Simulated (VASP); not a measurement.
LiCl:

```
Li Cl
1.0
     0.00000    2.63630    2.55604
     2.63630    0.00000    2.55604
     2.63630    2.63630    0.00000
Li Cl
1 1
Direct
  0.00000 0.00000 0.00000
  0.50000 0.50000 0.50000
```

This cell differs from its parent crystal: biaxial xy strain +3.1%.

Base run:

* Program: VASP 6.6.1
* Functional: r2SCAN
* Potentials or basis: VASP PAW PBE potentials, release 64 (Li_sv, Cl)
* Cutoff: 520 eV
* k mesh: 8 × 8 × 8
* Occupations: gaussian, width 0.01 eV
* Spin: no spin polarisation

Its results: band gap on the k mesh 6.96 eV, direct.

Problem. The run is repeated on the same cell with these changes: functional from r2SCAN to PBE; occupations from gaussian, width 0.01 eV to fermi-dirac, width 0.02 eV. What comes out?

Solution. Band gap on the k mesh 6.03 eV, direct.

A k mesh can miss the band edges.
